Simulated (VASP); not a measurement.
GaAs:

```
Ga As
1.0
     3.84665    0.00000    0.00000
     0.00000    3.84665    0.00000
     0.00000    0.00000    2.68877
Ga As
1 1
Direct
  0.50000 0.50000 0.50000
  0.00000 0.00000 0.50000
```

* Program: VASP 6.6.1
* Task: relaxation of cell and atoms
* Functional: PBE
* Potentials or basis: VASP PAW PBE potentials, release 64 (Ga_d, As)
* Cutoff: 600 eV
* k mesh: 14 × 14 × 20
* Occupations: gaussian, width 0.1 eV
* Spin: no spin polarisation

At the start: pressure 0.1 GPa; volume 19.89 Å³/atom.

Where does the relaxation end?

Over 3 steps the energy falls by 3.7 meV/atom and the volume is 19.93 Å³/atom (+0.2 %); space group P4/mmm (No. 123, to 0.05 Å).

Step by step:
```tsv
step	energy change (eV)	largest force (eV/Å)	pressure (GPa)	volume (Å³)
1	0.0000	0.0000	0.09	39.78
2	-0.0068	0.0000	0.11	39.84
3	-0.0074	0.0000	0.00	39.86
```

Final structure:
```yaml
crystal:
  lattice:
    - [3.81433, 0.00000, 0.00000]
    - [0.00000, 3.81433, 0.00000]
    - [0.00000, 0.00000, 2.73994]
  atoms:
    - { symbol: Ga, position: [0.50000, 0.50000, 0.50000] }
    - { symbol: As, position: [0.00000, 0.00000, 0.50000] }
```
